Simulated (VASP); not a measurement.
# BaSc2C2 (P4/mmm) in VASP: notebook

The runs below take BaSc2C2 through single point, relaxation of cell and atoms, with PBE.

All numbers are computed with VASP 6.6.1; they aren't measurements. Logs are shortened: lines on timing, memory, paths and dates and some standing lists are left out, and cuts for length are marked.

### 1 The cell of the first run

The structure is tetragonal, space group P4/mmm (No. 123). The conventional cell has a = 4.264 Å, b = 4.264 Å, c = 6.056 Å, α = 90.00°, β = 90.00°, γ = 90.00°. Within 4.9 Å of Ba (site symmetry 4/mmm) lie 8 Sc at 3.70 Å and 16 C at 3.75 to 4.87 Å and 4 Ba at 4.26 Å. Sc (site symmetry mmm) has 4 C at 2.28 Å within 3.0 Å. C (site symmetry 4mm) has 1 C at 1.59 Å within 2.1 Å.

### 2 Single point, PBE

File INCAR:

```
PREC = Accurate
ENCUT = 520
EDIFF = 1E-6
ISMEAR = 0
SIGMA = 0.1
LREAL = False
LASPH = True
NELM = 100
ALGO = Normal
ISIF = 2
LWAVE = False
LCHARG = True
GGA = PE
LELF = True
LVHAR = True
NBANDS = 28
```

File KPOINTS:

```
Automatic mesh
0
Gamma
  4 4 4
```

File POSCAR:

```
BaSc2C2
1.0
    4.2640908496      0.0000000000      0.0000000000
    0.0000000000      4.2640908496      0.0000000000
    0.0000000000      0.0000000000      6.0564482293
Ba Sc C
1 2 2
Direct
    0.0000000000      0.0000000000      0.0000000000
    0.5000000000      0.0000000000      0.5000000000
    0.0000000000      0.5000000000      0.5000000000
    0.5000000000      0.5000000000      0.6311794374
    0.5000000000      0.5000000000      0.3688205626
```

Potentials or basis: VASP PAW PBE potentials, release 64 (Ba_sv, Sc_sv, C).

Launch:

```console
cat potpaw_PBE.64/Ba_sv/POTCAR potpaw_PBE.64/Sc_sv/POTCAR potpaw_PBE.64/C/POTCAR > POTCAR
mpirun -np 1 vasp_std > vasp.out
```

OUTCAR:

```text
PREC = Accurate
   ENCUT = 520
   EDIFF = 1E-6
   ISMEAR = 0
   LREAL = False
   LASPH = True
   NELM = 100
   ISIF = 2
   GGA = PE

 ion  position               nearest neighbor table
   1  0.000  0.000  0.000-   2 3.70   3 3.70   2 3.70   3 3.70   3 3.70   3 3.70   2 3.70   2 3.70

   2  0.500  0.000  0.500-   4 2.28   5 2.28   4 2.28   5 2.28   3 3.02   3 3.02   3 3.02   3 3.02
                             1 3.70   1 3.70   1 3.70   1 3.70
   3  0.000  0.500  0.500-   4 2.28   5 2.28   4 2.28   5 2.28   2 3.02   2 3.02   2 3.02   2 3.02
                             1 3.70   1 3.70   1 3.70   1 3.70
   4  0.500  0.500  0.631-   5 1.59   3 2.28   2 2.28   2 2.28   3 2.28
   5  0.500  0.500  0.369-   4 1.59   3 2.28   2 2.28   2 2.28   3 2.28

  LATTYP: Found a simple tetragonal cell.
 ALAT       =     4.2640908496
 C/A-ratio  =     1.4203375216

  Lattice vectors:

 A1 = (   4.2640908496,   0.0000000000,   0.0000000000)
 A2 = (   0.0000000000,   4.2640908496,   0.0000000000)
 A3 = (   0.0000000000,   0.0000000000,   6.0564482293)

Analysis of symmetry for initial positions (statically):
=====================================================================
 Subroutine PRICEL returns:
 Original cell was already a primitive cell.

 Routine SETGRP: Setting up the symmetry group for a
 simple tetragonal supercell.

 Subroutine GETGRP returns: Found 16 space group operations
 (whereof 16 operations were pure point group operations)
 out of a pool of 16 trial point group operations.

The static configuration has the point symmetry D_4h.

Analysis of symmetry for dynamics (positions and initial velocities):
=====================================================================
 Subroutine PRICEL returns:
 Original cell was already a primitive cell.

 Routine SETGRP: Setting up the symmetry group for a
 simple tetragonal supercell.

 Subroutine GETGRP returns: Found 16 space group operations
 (whereof 16 operations were pure point group operations)
 out of a pool of 16 trial point group operations.

The dynamic configuration has the point symmetry D_4h.

 Subroutine INISYM returns: Found 16 space group operations
 (whereof 16 operations are pure point group operations),
 and found     1 'primitive' translations

----------------------------------------------------------------------------------------

                                     Primitive cell

  volume of cell :     110.1212

  direct lattice vectors                    reciprocal lattice vectors
     4.264090850  0.000000000  0.000000000     0.234516579  0.000000000  0.000000000
     0.000000000  4.264090850  0.000000000     0.000000000  0.234516579  0.000000000
     0.000000000  0.000000000  6.056448229     0.000000000  0.000000000  0.165113275

  length of vectors
     4.264090850  4.264090850  6.056448229     0.234516579  0.234516579  0.165113275

  position of ions in fractional coordinates (direct lattice)
     0.000000000  0.000000000  0.000000000
     0.500000000  0.000000000  0.500000000
     0.000000000  0.500000000  0.500000000
     0.500000000  0.500000000  0.631179437
     0.500000000  0.500000000  0.368820563

  ion indices of the primitive-cell ions
   primitive index   ion index
                 1           1
                 2           2
                 3           3
                 4           4
                 5           5

----------------------------------------------------------------------------------------

 KPOINTS: Automatic mesh

Automatic generation of k-mesh.
 Grid dimensions read from file:
 generate k-points for:    4    4    4

 Generating k-lattice:

  Cartesian coordinates                     Fractional coordinates (reciprocal lattice)
     0.058629145  0.000000000  0.000000000     0.250000000  0.000000000  0.000000000
     0.000000000  0.058629145  0.000000000     0.000000000  0.250000000  0.000000000
     0.000000000  0.000000000  0.041278319     0.000000000  0.000000000  0.250000000

  Length of vectors
     0.058629145  0.058629145  0.041278319

  Shift w.r.t. Gamma in fractional coordinates (k-lattice)
     0.000000000  0.000000000  0.000000000

 Subroutine IBZKPT returns following result:
 ===========================================

 Found     18 irreducible k-points:

 Following reciprocal coordinates:
            Coordinates               Weight
  0.000000  0.000000  0.000000      1.000000
  0.250000  0.000000  0.000000      4.000000
  0.500000  0.000000  0.000000      2.000000
  0.250000  0.250000  0.000000      4.000000
  0.500000  0.250000  0.000000      4.000000
  0.500000  0.500000  0.000000      1.000000
[... 10 lines left out ...]
  0.500000  0.250000  0.500000      4.000000
  0.500000  0.500000  0.500000      1.000000
   k-points           NKPTS =     18   k-points in BZ     NKDIM =     18   number of bands    NBANDS=     28
   number of dos      NEDOS =    301   number of ions     NIONS =      5
   total plane-waves  NPLWV =  49152
   dimension x,y,z NGX =    32 NGY =   32 NGZ =   48
   dimension x,y,z NGXF=    64 NGYF=   64 NGZF=   96
   ions per type =               1   2   2
   NGX,Y,Z   is equivalent  to a cutoff of  12.48, 12.48, 13.18 a.u.
   NGXF,Y,Z  is equivalent  to a cutoff of  24.95, 24.95, 26.35 a.u.
 SYSTEM =  unknown system
   PREC   = accura    normal or accurate (medium, high low for compatibility)
   ISTART =      0    job   : 0-new  1-cont  2-samecut
   ICHARG =      2    charge: 1-file 2-atom 10-const
   ISPIN  =      1    spin polarized calculation?
   LNONCOLLINEAR =      F non collinear calculations
   LSORBIT =      F    spin-orbit coupling
   LASPH  =      T    aspherical Exc in radial PAW
   ENCUT  =  520.0 eV  38.22 Ry    6.18 a.u.   7.93  7.93 11.26*2*pi/ulx,y,z
   NELM   =    100;   NELMIN=  2; NELMDL= -5     # of ELM steps
   EDIFF  = 0.1E-05   stopping-criterion for ELM
   LREAL  =      F    real-space projection
   EDIFFG = 0.1E-04   stopping-criterion for IOM
   NSW    =      0    number of steps for IOM
   IBRION =     -1    ionic relax: 0-MD 1-quasi-New 2-CG
   NFREE  =      0    steps in history (QN), initial steepest desc. (CG)
   ISIF   =      2    stress and relaxation
   ISYM   =      2    0-nonsym 1-usesym 2-fastsym
   POTIM  = 0.5000    time-step for ionic-motion
   TEBEG  =    0.0;   TEEND  =   0.0 temperature during run
   PSTRESS=    0.0 pullay stress
   NELECT =      40.0000    total number of electrons
   NUPDOWN=      -1.0000    fix difference up-down
   EMIN   =  10.00;   EMAX   =-10.00  energy-range for DOS
   EFERMI =   0.00;   METHOD = LEGACY
   ISMEAR =     0;   SIGMA  =   0.10  broadening in eV -4-tet -1-fermi 0-gaus
   EFERMI_NEDOS =   21; number of points for ismear=-14 and -15
   IALGO  =     38    algorithm
   IMIX   =      4    mixing-type and parameters
     AMIX     =   0.40;   BMIX     =  1.00
     AMIX_MAG =   1.60;   BMIX_MAG =  1.00
  volume/ion in A,a.u.               =      22.02       148.63
  Fermi-wavevector in a.u.,A,eV,Ry     =   1.168076  2.207344 18.563818  1.364402
  Thomas-Fermi vector in A             =   2.304568
   LORBIT       =      0    0 simple, 1 ext, 2 COOP (PROOUT), +10 PAW based schemes
   GGA     = PE    functional components
   LHFCALC =     F    Hartree Fock is set to
   AEXX    =    0.0000 exact exchange contribution
   IVDW    =     0    specifies the selected vdW correction
   LEPSILON=     F    determine dielectric tensor
   LRPA    =     F    only Hartree local field effects (RPA)
 non-spin polarized calculation
 Gauss-broadening in eV      SIGMA  =   0.10
  energy-cutoff  :      520.00
  volume of cell :      110.12
 maximum number of plane-waves:      2984
 NGX is ok and might be reduce to    32
   NGX = 15   NGY = 15   NGZ = 23

 number of electron      40.0000007 magnetization

 Free energy of the ion-electron system (eV)
  ---------------------------------------------------
  ext. energy  EPLUGINS =         0.00000000
  ---------------------------------------------------
  free energy    TOTEN  =       -32.09897954 eV

  energy without entropy =      -32.09144487  energy(sigma->0) =      -32.09521221

 E-fermi :   3.6605     XC(G=0):  -9.3326

 val. band max:        3.6571859631   @ k =   0.0000   0.0000   0.5000
 cond. band min:       3.7486475720   @ k =   0.5000   0.2500   0.5000
 fundamental gap:      0.0914616089
 Fermi energy:         3.6604683323

 k-point     1 :       0.0000    0.0000    0.0000
  band No.  band energies     occupation
      1     -45.4084      2.00000
      2     -45.2969      2.00000
      3     -25.1930      2.00000
      4     -24.2734      2.00000
      5     -24.2734      2.00000
      6     -24.1302      2.00000
[... 20 lines left out ...]
     27       7.4099      0.00000
     28       7.5328      0.00000

 k-point     2 :       0.2500    0.0000    0.0000
  band No.  band energies     occupation
      1     -45.3918      2.00000
      2     -45.3129      2.00000
      3     -25.1818      2.00000
      4     -24.2301      2.00000
      5     -24.2178      2.00000
      6     -24.1117      2.00000
[... 20 lines left out ...]
     27       6.6844      0.00000
     28       7.1422      0.00000

 k-point     3 :       0.5000    0.0000    0.0000
  band No.  band energies     occupation
      1     -45.3524      2.00000
      2     -45.3518      2.00000
      3     -25.1706      2.00000
      4     -24.1373      2.00000
      5     -24.1254      2.00000
      6     -24.0678      2.00000
[... 20 lines left out ...]
     27       6.5436      0.00000
     28       6.6738      0.00000

 k-point     4 :       0.2500    0.2500    0.0000
  band No.  band energies     occupation
      1     -45.3798      2.00000
      2     -45.3241      2.00000
      3     -25.1711      2.00000
      4     -24.3253      2.00000
      5     -24.1136      2.00000
      6     -24.0983      2.00000
[... 392 lines left out ...]
     27       6.2309      0.00000
     28       6.6368      0.00000

 k-point    17 :       0.5000    0.2500    0.5000
  band No.  band energies     occupation
      1     -45.3517      2.00000
      2     -45.3514      2.00000
      3     -25.1585      2.00000
      4     -24.3058      2.00000
      5     -24.2747      2.00000
      6     -24.0673      2.00000
[... 20 lines left out ...]
     27       6.0872      0.00000
     28       7.1268      0.00000

 k-point    18 :       0.5000    0.5000    0.5000
  band No.  band energies     occupation
      1     -45.3511      2.00000
      2     -45.3511      2.00000
      3     -25.1445      2.00000
      4     -24.3855      2.00000
      5     -24.3778      2.00000
      6     -24.0664      2.00000
[... 20 lines left out ...]
     27       7.0022      0.00000
     28       7.0187      0.00000

------------------------ aborting loop because EDIFF is reached ----------------------------------------

  FORCE on cell =-STRESS in cart. coord.  units (eV):
  Direction    XX          YY          ZZ          XY          YZ          ZX
  --------------------------------------------------------------------------------------
  -------------------------------------------------------------------------------------
  Total        0.3233839      0.3233839      0.2455683      0.0000000      0.0000000      0.0000000
  in kB        4.7049830      4.7049830      3.5728276      0.0000000      0.0000000      0.0000000
  external PRESSURE =       4.3275979 kB  Pullay stress =       0.0000000 kB

 VOLUME and BASIS-vectors are now :
 -----------------------------------------------------------------------------
  energy-cutoff  :      520.00
  volume of cell :      110.12
      direct lattice vectors                 reciprocal lattice vectors
     4.264090850  0.000000000  0.000000000     0.234516579  0.000000000  0.000000000
     0.000000000  4.264090850  0.000000000     0.000000000  0.234516579  0.000000000
     0.000000000  0.000000000  6.056448229     0.000000000  0.000000000  0.165113275

 POSITION                                       TOTAL-FORCE (eV/Angst)
 -----------------------------------------------------------------------------------
      0.00000      0.00000      0.00000         0.000000     -0.000000      0.000000
      2.13205      0.00000      3.02822         0.000000     -0.000000      0.000000
      0.00000      2.13205      3.02822         0.000000     -0.000000      0.000000
      2.13205      2.13205      3.82271         0.000000      0.000000      0.049929
      2.13205      2.13205      2.23374         0.000000      0.000000     -0.049929
 -----------------------------------------------------------------------------------
    total drift:                                0.000000      0.000000     -0.000000

  FREE ENERGIE OF THE ION-ELECTRON SYSTEM (eV)
  ---------------------------------------------------
  free  energy   TOTEN  =       -32.0989795412 eV

  energy  without entropy=      -32.0914448713  energy(sigma->0) =      -32.09521221
```

Wall time 26 s (1 thread of Intel Xeon 6975P-C (Granite Rapids), shared host); peak memory 0.24 GiB.

Results:

```yaml
Free_energy: -32.0990 eV
Pressure: 0.4 GPa
Largest_force: 0.050 eV/Å
Band_gap_on_the_k_mesh: zero (band 20 reaches 3.80 eV, above the bottom of band 21 at 3.53 eV)
```

Forces in eV/Å, atoms in the order of the input:
```
Ba   0.000  0.000  0.000
Sc   0.000  0.000  0.000
Sc   0.000  0.000  0.000
C    0.000  0.000  0.050
C    0.000  0.000 -0.050
```

Levels at points of the mesh, in eV from the Fermi level:
```tsv
k point	band 17	band 18	band 19	band 20	band 21	band 22	band 23	band 24
(0.00, 0.00, 0.00)	-2.29	-2.03	-1.64	-1.64	-0.12	-0.03	1.58	2.21
(0.50, 0.00, 0.00)	-2.87	-1.13	-1.07	-0.32	-0.13	1.16	1.34	1.73
(0.50, 0.50, 0.00)	-2.92	-0.53	-0.53	-0.37	0.38	1.33	1.33	1.52
(0.00, 0.00, 0.50)	-2.37	-1.43	-1.43	-1.42	0.00	0.21	0.38	1.73
(0.50, 0.00, 0.50)	-2.81	-1.55	-1.25	-0.31	0.66	1.01	1.55	1.67
(0.50, 0.50, 0.50)	-2.13	-0.74	0.14	0.14	0.40	0.40	1.03	1.09
```

Caveat: the k points lie up to 0.37 Å⁻¹ apart; spin-orbit coupling is left out, which moves the levels of the heavy elements.

(Continued in part 2 of 3.)
